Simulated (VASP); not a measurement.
# SnSe (zincblende type) (F-43m) in VASP: further runs

SnSe (zincblende type) is run at these levels: PBE; tasks: single point, relaxation of cell and atoms.

Program: VASP 6.6.1. These are calculated values, not measurements. Logs are shortened: lines on timing, memory, paths and dates and some standing lists are left out, and cuts for length are marked.

## (1) The cell of the first run

The structure is cubic, space group F-43m (No. 216). Conventional cell: a = 6.640 Å, b = 6.640 Å, c = 6.640 Å, α = 90.00°, β = 90.00°, γ = 90.00°. Within 3.8 Å of Sn (site symmetry -43m) lie 4 Se at 2.88 Å. Within 3.8 Å of Se (site symmetry -43m) lie 4 Sn at 2.88 Å.

## (2) Single point, PBE (volume scaled by 0.94)

File INCAR:

```
SYSTEM = SnSe
PREC = Accurate ; ENCUT = 500
EDIFF = 1E-6 ; ISMEAR = -1
SIGMA = 0.05 ; LREAL = .FALSE.
LASPH = .TRUE. ; NELM = 120
ALGO = Normal ; ISIF = 2
LWAVE = .FALSE. ; LCHARG = .TRUE.
GGA = PE ; LELF = .TRUE.
LVHAR = .TRUE. ; NBANDS = 17
GGA_COMPAT = .FALSE.
```

File KPOINTS:

```
regular mesh
0
G
  11 11 11
  0 0 0
```

File POSCAR:

```
SnSe
1.0
    0.0000000000      3.3197879068      3.3197879068
    3.3197879068      0.0000000000      3.3197879068
    3.3197879068      3.3197879068      0.0000000000
Sn Se
1 1
Direct
    0.0000000000      0.0000000000      0.0000000000
    0.2500000000      0.2500000000      0.2500000000
```

Potentials or basis: VASP PAW PBE potentials, release 64 (Sn_d, Se).

Started as:

```sh
$ cat potpaw_PBE.64/Sn_d/POTCAR potpaw_PBE.64/Se/POTCAR > POTCAR
$ mpirun -np 1 vasp_std > vasp.out
```

OUTCAR:

```text
SYSTEM = SnSe
   PREC = Accurate
   ENCUT = 500
   EDIFF = 1E-6
   ISMEAR = -1
   LREAL = .FALSE.
   LASPH = .TRUE.
   NELM = 120
   ISIF = 2
   GGA = PE

 ion  position               nearest neighbor table
   1  0.000  0.000  0.000-   2 2.88   2 2.88   2 2.88   2 2.88
   2  0.250  0.250  0.250-   1 2.88   1 2.88   1 2.88   1 2.88

  LATTYP: Found a face centered cubic cell.
 ALAT       =     6.6395758136

  Lattice vectors:

 A1 = (   0.0000000000,   3.3197879068,   3.3197879068)
 A2 = (   3.3197879068,   0.0000000000,   3.3197879068)
 A3 = (   3.3197879068,   3.3197879068,   0.0000000000)

Analysis of symmetry for initial positions (statically):
=====================================================================
 Subroutine PRICEL returns:
 Original cell was already a primitive cell.

 Routine SETGRP: Setting up the symmetry group for a
 face centered cubic supercell.

 Subroutine GETGRP returns: Found 24 space group operations
 (whereof 24 operations were pure point group operations)
 out of a pool of 48 trial point group operations.

The static configuration has the point symmetry T_d .

Analysis of symmetry for dynamics (positions and initial velocities):
=====================================================================
 Subroutine PRICEL returns:
 Original cell was already a primitive cell.

 Routine SETGRP: Setting up the symmetry group for a
 face centered cubic supercell.

 Subroutine GETGRP returns: Found 24 space group operations
 (whereof 24 operations were pure point group operations)
 out of a pool of 48 trial point group operations.

The dynamic configuration has the point symmetry T_d .

 Subroutine INISYM returns: Found 24 space group operations
 (whereof 24 operations are pure point group operations),
 and found     1 'primitive' translations

----------------------------------------------------------------------------------------

                                     Primitive cell

  volume of cell :      73.1747

  direct lattice vectors                    reciprocal lattice vectors
     0.000000000  3.319787907  3.319787907    -0.150612031  0.150612031  0.150612031
     3.319787907  0.000000000  3.319787907     0.150612031 -0.150612031  0.150612031
     3.319787907  3.319787907  0.000000000     0.150612031  0.150612031 -0.150612031

  length of vectors
     4.694889082  4.694889082  4.694889082     0.260867690  0.260867690  0.260867690

  position of ions in fractional coordinates (direct lattice)
     0.000000000  0.000000000  0.000000000
     0.250000000  0.250000000  0.250000000

  ion indices of the primitive-cell ions
   primitive index   ion index
                 1           1
                 2           2

----------------------------------------------------------------------------------------

 KPOINTS: regular mesh

Automatic generation of k-mesh.
 Grid dimensions read from file:
 generate k-points for:   11   11   11

 Generating k-lattice:

  Cartesian coordinates                     Fractional coordinates (reciprocal lattice)
    -0.013692003  0.013692003  0.013692003     0.090909091  0.000000000  0.000000000
     0.013692003 -0.013692003  0.013692003     0.000000000  0.090909091  0.000000000
     0.013692003  0.013692003 -0.013692003     0.000000000  0.000000000  0.090909091

  Length of vectors
     0.023715245  0.023715245  0.023715245

  Shift w.r.t. Gamma in fractional coordinates (k-lattice)
     0.000000000  0.000000000  0.000000000

 Subroutine IBZKPT returns following result:
 ===========================================

 Found     56 irreducible k-points:

 Following reciprocal coordinates:
            Coordinates               Weight
  0.000000  0.000000  0.000000      1.000000
  0.090909  0.000000  0.000000      8.000000
  0.181818  0.000000  0.000000      8.000000
  0.272727  0.000000  0.000000      8.000000
  0.363636  0.000000  0.000000      8.000000
  0.454545  0.000000  0.000000      8.000000
[... 16 lines left out ...]
 -0.272727  0.181818  0.000000     24.000000
 -0.181818  0.181818  0.000000     12.000000
 [... further k-points ...]
   k-points           NKPTS =     56   k-points in BZ     NKDIM =     56   number of bands    NBANDS=     17
   number of dos      NEDOS =    301   number of ions     NIONS =      2
   total plane-waves  NPLWV =  46656
   dimension x,y,z NGX =    36 NGY =   36 NGZ =   36
   dimension x,y,z NGXF=    72 NGYF=   72 NGZF=   72
   ions per type =               1   1
   NGX,Y,Z   is equivalent  to a cutoff of  12.75, 12.75, 12.75 a.u.
   NGXF,Y,Z  is equivalent  to a cutoff of  25.50, 25.50, 25.50 a.u.
 SYSTEM =  SnSe
   PREC   = accura    normal or accurate (medium, high low for compatibility)
   ISTART =      0    job   : 0-new  1-cont  2-samecut
   ICHARG =      2    charge: 1-file 2-atom 10-const
   ISPIN  =      1    spin polarized calculation?
   LNONCOLLINEAR =      F non collinear calculations
   LSORBIT =      F    spin-orbit coupling
   LASPH  =      T    aspherical Exc in radial PAW
   ENCUT  =  500.0 eV  36.75 Ry    6.06 a.u.   8.56  8.56  8.56*2*pi/ulx,y,z
   NELM   =    120;   NELMIN=  2; NELMDL= -5     # of ELM steps
   EDIFF  = 0.1E-05   stopping-criterion for ELM
   LREAL  =      F    real-space projection
[... 7 lines left out ...]
   TEBEG  =    0.0;   TEEND  =   0.0 temperature during run
   PSTRESS=    0.0 pullay stress
   NELECT =      20.0000    total number of electrons
   NUPDOWN=      -1.0000    fix difference up-down
   EMIN   =  10.00;   EMAX   =-10.00  energy-range for DOS
   EFERMI =   0.00;   METHOD = LEGACY
   ISMEAR =    -1;   SIGMA  =   0.05  broadening in eV -4-tet -1-fermi 0-gaus
   EFERMI_NEDOS =   21; number of points for ismear=-14 and -15
   IALGO  =     38    algorithm
   IMIX   =      4    mixing-type and parameters
     AMIX     =   0.40;   BMIX     =  1.00
     AMIX_MAG =   1.60;   BMIX_MAG =  1.00
  volume/ion in A,a.u.               =      36.59       246.90
  Fermi-wavevector in a.u.,A,eV,Ry     =   1.062424  2.007690 15.357501  1.128745
  Thomas-Fermi vector in A             =   2.197874
   LORBIT       =      0    0 simple, 1 ext, 2 COOP (PROOUT), +10 PAW based schemes
   GGA     = PE    functional components
   LHFCALC =     F    Hartree Fock is set to
   AEXX    =    0.0000 exact exchange contribution
   IVDW    =     0    specifies the selected vdW correction
   LEPSILON=     F    determine dielectric tensor
   LRPA    =     F    only Hartree local field effects (RPA)
 non-spin polarized calculation
  energy-cutoff  :      500.00
  volume of cell :       73.17
 maximum number of plane-waves:      1877
   NGX = 17   NGY = 17   NGZ = 17

 number of electron      20.0000000 magnetization

 Free energy of the ion-electron system (eV)
  ---------------------------------------------------
  ext. energy  EPLUGINS =         0.00000000
  ---------------------------------------------------
  free energy    TOTEN  =        -7.72530071 eV

  energy without entropy =       -7.72200440  energy(sigma->0) =       -7.72365256

 E-fermi :   3.3740     XC(G=0):  -8.0062

 val. band max:        3.3369710271   @ k =  -0.2727   0.4545   0.1818
 cond. band min:       3.4188350511   @ k =   0.3636   0.3636   0.0000
 fundamental gap:      0.0818640240
 Fermi energy:         3.3740422708

 k-point     1 :       0.0000    0.0000    0.0000
  band No.  band energies     occupation
      1     -18.4366      2.00000
      2     -18.4366      2.00000
      3     -18.4366      2.00000
      4     -18.4204      2.00000
      5     -18.4204      2.00000
      6     -10.1580      2.00000
[... 9 lines left out ...]
     16      10.7886      0.00000
     17      11.9718      0.00000

 k-point     2 :       0.0909    0.0000    0.0000
  band No.  band energies     occupation
      1     -18.4369      2.00000
      2     -18.4362      2.00000
      3     -18.4362      2.00000
      4     -18.4204      2.00000
      5     -18.4204      2.00000
      6     -10.1230      2.00000
[... 9 lines left out ...]
     16      10.4444      0.00000
     17      11.6803      0.00000

 k-point     3 :       0.1818    0.0000    0.0000
  band No.  band energies     occupation
      1     -18.4379      2.00000
      2     -18.4354      2.00000
      3     -18.4354      2.00000
      4     -18.4203      2.00000
      5     -18.4203      2.00000
      6     -10.0250      2.00000
[... 9 lines left out ...]
     16      10.0891      0.00000
     17      11.3673      0.00000

 k-point     4 :       0.2727    0.0000    0.0000
  band No.  band energies     occupation
      1     -18.4391      2.00000
      2     -18.4345      2.00000
      3     -18.4345      2.00000
      4     -18.4201      2.00000
      5     -18.4201      2.00000
      6      -9.8870      2.00000
[... 9 lines left out ...]
     16      10.0761      0.00000
     17      11.7029      0.00000

 k-point     5 :       0.3636    0.0000    0.0000
  band No.  band energies     occupation
      1     -18.4403      2.00000
      2     -18.4337      2.00000
      3     -18.4337      2.00000
      4     -18.4198      2.00000
      5     -18.4198      2.00000
      6      -9.7484      2.00000
[... 9 lines left out ...]
     16      10.4652      0.00000
     17      11.7787      0.00000

 k-point     6 :       0.4545    0.0000    0.0000
  band No.  band energies     occupation
      1     -18.4410      2.00000
      2     -18.4333      2.00000
      3     -18.4333      2.00000
      4     -18.4196      2.00000
      5     -18.4196      2.00000
      6      -9.6595      2.00000
[... 9 lines left out ...]
     16      11.1017      0.00000
     17      11.1017      0.00000

 k-point     7 :       0.0909    0.0909    0.0000
  band No.  band energies     occupation
      1     -18.4374      2.00000
      2     -18.4359      2.00000
      3     -18.4359      2.00000
      4     -18.4206      2.00000
      5     -18.4202      2.00000
      6     -10.1112      2.00000
[... 9 lines left out ...]
     16      10.8815      0.00000
     17      12.1781      0.00000

 k-point     8 :       0.1818    0.0909    0.0000
  band No.  band energies     occupation
      1     -18.4384      2.00000
      2     -18.4353      2.00000
      3     -18.4351      2.00000
      4     -18.4207      2.00000
      5     -18.4200      2.00000
      6     -10.0340      2.00000
[... 9 lines left out ...]
     16      10.7141      0.00000
     17      11.8940      0.00000
[... 203 lines left out ...]
      1     -18.4418      2.00000
      2     -18.4327      2.00000
      3     -18.4323      2.00000
      4     -18.4212      2.00000
      5     -18.4191      2.00000
      6      -9.7456      2.00000
[... 9 lines left out ...]
     16      11.3860      0.00000
     17      12.5637      0.00000

 k-point    20 :       0.4545    0.1818    0.0000
  band No.  band energies     occupation
      1     -18.4422      2.00000
      2     -18.4325      2.00000
      3     -18.4318      2.00000
      4     -18.4208      2.00000
      5     -18.4190      2.00000
      6      -9.6329      2.00000
[... 9 lines left out ...]
     16      11.6399      0.00000
     17      11.9528      0.00000

 k-point    21 :      -0.4545    0.1818    0.0000
  band No.  band energies     occupation
      1     -18.4420      2.00000
      2     -18.4325      2.00000
      3     -18.4318      2.00000
      4     -18.4203      2.00000
      5     -18.4193      2.00000
      6      -9.5802      2.00000
[... 9 lines left out ...]
     16      11.0088      0.00000
     17      11.8906      0.00000

 k-point    22 :      -0.3636    0.1818    0.0000
  band No.  band energies     occupation
      1     -18.4415      2.00000
      2     -18.4327      2.00000
      3     -18.4322      2.00000
      4     -18.4199      2.00000
      5     -18.4198      2.00000
      6      -9.6108      2.00000
[... 9 lines left out ...]
     16      11.0079      0.00000
     17      12.1437      0.00000

 k-point    23 :      -0.2727    0.1818    0.0000
  band No.  band energies     occupation
      1     -18.4407      2.00000
      2     -18.4331      2.00000
      3     -18.4330      2.00000
      4     -18.4203      2.00000
      5     -18.4197      2.00000
      6      -9.7108      2.00000
[... 9 lines left out ...]
     16      10.9487      0.00000
     17      12.3445      0.00000

 k-point    24 :      -0.1818    0.1818    0.0000
  band No.  band energies     occupation
      1     -18.4398      2.00000
      2     -18.4342      2.00000
      3     -18.4336      2.00000
      4     -18.4206      2.00000
      5     -18.4197      2.00000
      6      -9.8398      2.00000
[... 9 lines left out ...]
     16      10.4766      0.00000
     17      12.6603      0.00000

 [... further k-points ...]
[... 5 lines left out ...]
  --------------------------------------------------------------------------------------
  -------------------------------------------------------------------------------------
  Total        0.9642790      0.9642790      0.9642790      0.0000000      0.0000000     -0.0000000
  in kB       21.1131133     21.1131133     21.1131133      0.0000000      0.0000000     -0.0000000
  external PRESSURE =      21.1131133 kB  Pullay stress =       0.0000000 kB

 VOLUME and BASIS-vectors are now :
 -----------------------------------------------------------------------------
  energy-cutoff  :      500.00
  volume of cell :       73.17
      direct lattice vectors                 reciprocal lattice vectors
     0.000000000  3.319787907  3.319787907    -0.150612031  0.150612031  0.150612031
     3.319787907  0.000000000  3.319787907     0.150612031 -0.150612031  0.150612031
     3.319787907  3.319787907  0.000000000     0.150612031  0.150612031 -0.150612031

 POSITION                                       TOTAL-FORCE (eV/Angst)
 -----------------------------------------------------------------------------------
      0.00000      0.00000      0.00000        -0.000000     -0.000000      0.000000
      1.65989      1.65989      1.65989         0.000000      0.000000     -0.000000
 -----------------------------------------------------------------------------------
    total drift:                               -0.000000     -0.000000      0.000000

  FREE ENERGIE OF THE ION-ELECTRON SYSTEM (eV)
  ---------------------------------------------------
  free  energy   TOTEN  =        -7.7253007124 eV

  energy  without entropy=       -7.7220044001  energy(sigma->0) =       -7.72365256
```

Run time: 61 s. Hardware: 1 thread of AMD EPYC 9R45 (Zen 5), shared host; peak memory 0.19 GiB.

What came out:

```yaml
Free_energy: -7.7253 eV
Pressure: 2.1 GPa
Band_gap_on_the_k_mesh: zero (band 10 reaches 3.34 eV, above the bottom of band 11 at 3.29 eV)
```

Caveat: spin-orbit coupling is left out, which moves the levels of the heavy elements.

## (3) Single point, PBE (volume scaled by 0.94)

File INCAR:

```
PREC     = Accurate       # precision mode
ENCUT    = 500            # plane-wave cutoff, eV
EDIFF    = 1E-6           # SCF threshold, eV
ISMEAR   = -1             # smearing method
SIGMA    = 0.05           # smearing width, eV
LREAL    = F              # projectors in reciprocal space
LASPH    = T              # aspherical terms in the spheres
NELM     = 120            # most SCF steps
ALGO     = Normal         # electronic algorithm
ISIF     = 2              # what is computed and relaxed
LWAVE    = F              # write WAVECAR
LCHARG   = F              # write CHGCAR
GGA      = PE             # functional
NBANDS   = 17             # bands
GGA_COMPAT= F
```

File KPOINTS:

```
Automatic mesh
0
Gamma
  11 11 11
```

POSCAR is that of step 2.

Potentials or basis: VASP PAW PBE potentials, release 64 (Sn_d, Se).

Started as:

```sh
$ cat potpaw_PBE.64/Sn_d/POTCAR potpaw_PBE.64/Se/POTCAR > POTCAR
$ mpirun -np 1 vasp_std > vasp.out
```

OUTCAR:

```text
PREC = Accurate
   ENCUT = 500
   EDIFF = 1E-6
   ISMEAR = -1
   LREAL = F
   LASPH = T
   NELM = 120
   ISIF = 2
   GGA = PE

 ion  position               nearest neighbor table
   1  0.000  0.000  0.000-   2 2.88   2 2.88   2 2.88   2 2.88
   2  0.250  0.250  0.250-   1 2.88   1 2.88   1 2.88   1 2.88

  LATTYP: Found a face centered cubic cell.
 ALAT       =     6.6395758136

  Lattice vectors:

[... 662 lines left out ...]
     17      12.6603      0.00000

 [... further k-points ...]

------------------------ aborting loop because EDIFF is reached ----------------------------------------

  FORCE on cell =-STRESS in cart. coord.  units (eV):
  Direction    XX          YY          ZZ          XY          YZ          ZX
  --------------------------------------------------------------------------------------
  -------------------------------------------------------------------------------------
  Total        0.9642790      0.9642790      0.9642790      0.0000000      0.0000000     -0.0000000
  in kB       21.1131133     21.1131133     21.1131133      0.0000000      0.0000000     -0.0000000
  external PRESSURE =      21.1131133 kB  Pullay stress =       0.0000000 kB

 VOLUME and BASIS-vectors are now :
 -----------------------------------------------------------------------------
  energy-cutoff  :      500.00
  volume of cell :       73.17
      direct lattice vectors                 reciprocal lattice vectors
     0.000000000  3.319787907  3.319787907    -0.150612031  0.150612031  0.150612031
     3.319787907  0.000000000  3.319787907     0.150612031 -0.150612031  0.150612031
     3.319787907  3.319787907  0.000000000     0.150612031  0.150612031 -0.150612031

 POSITION                                       TOTAL-FORCE (eV/Angst)
 -----------------------------------------------------------------------------------
      0.00000      0.00000      0.00000        -0.000000     -0.000000      0.000000
      1.65989      1.65989      1.65989         0.000000      0.000000     -0.000000
 -----------------------------------------------------------------------------------
    total drift:                               -0.000000     -0.000000      0.000000

  FREE ENERGIE OF THE ION-ELECTRON SYSTEM (eV)
  ---------------------------------------------------
  free  energy   TOTEN  =        -7.7253007124 eV

  energy  without entropy=       -7.7220044001  energy(sigma->0) =       -7.72365256
```

OSZICAR:

```text
N       E                     dE             d eps       ncg     rms          rms(c)
DAV:   1     0.132249304573E+03    0.13225E+03   -0.94061E+03  1944   0.128E+03
DAV:   2     0.563411566782E+01   -0.12662E+03   -0.12281E+03  2058   0.320E+02
DAV:   3    -0.764797851508E+01   -0.13282E+02   -0.13098E+02  2303   0.952E+01
DAV:   4    -0.802429975404E+01   -0.37632E+00   -0.37608E+00  2275   0.176E+01
DAV:   5    -0.803662783796E+01   -0.12328E-01   -0.12328E-01  2585   0.305E+00    0.354E+00
DAV:   6    -0.772650838803E+01    0.31012E+00   -0.83028E-01  2756   0.433E+00    0.221E+00
DAV:   7    -0.772287972417E+01    0.36287E-02   -0.10524E-01  2052   0.136E+00    0.109E+00
DAV:   8    -0.772483762147E+01   -0.19579E-02   -0.12879E-02  2362   0.991E-01    0.129E-01
DAV:   9    -0.772489369299E+01   -0.56072E-04   -0.37189E-03  2207   0.404E-01    0.864E-02
DAV:  10    -0.772520731960E+01   -0.31363E-03   -0.57163E-04  2075   0.144E-01    0.245E-02
DAV:  11    -0.772529274646E+01   -0.85427E-04   -0.11180E-04  2142   0.559E-02    0.755E-03
DAV:  12    -0.772529943069E+01   -0.66842E-05   -0.12761E-05  2207   0.395E-02    0.263E-03
DAV:  13    -0.772530055413E+01   -0.11234E-05   -0.22889E-06  2066   0.763E-03    0.273E-03
DAV:  14    -0.772530071244E+01   -0.15831E-06   -0.60699E-07  1593   0.518E-03
   1 F= -.77253007E+01 E0= -.77236526E+01  d E =-.329631E-02
```

Wall time 58 s (1 thread of AMD EPYC 9R45 (Zen 5), shared host); peak memory 0.2 GiB.

Results:

```
Free energy            : -7.7253 eV
Pressure               : 2.1 GPa
Band gap on the k mesh : zero (band 10 reaches 3.34 eV, above the bottom of band 11 at 3.29 eV)
```

Caveat: spin-orbit coupling is left out, which moves the levels of the heavy elements.

(Part 1 of 2 ends here.)
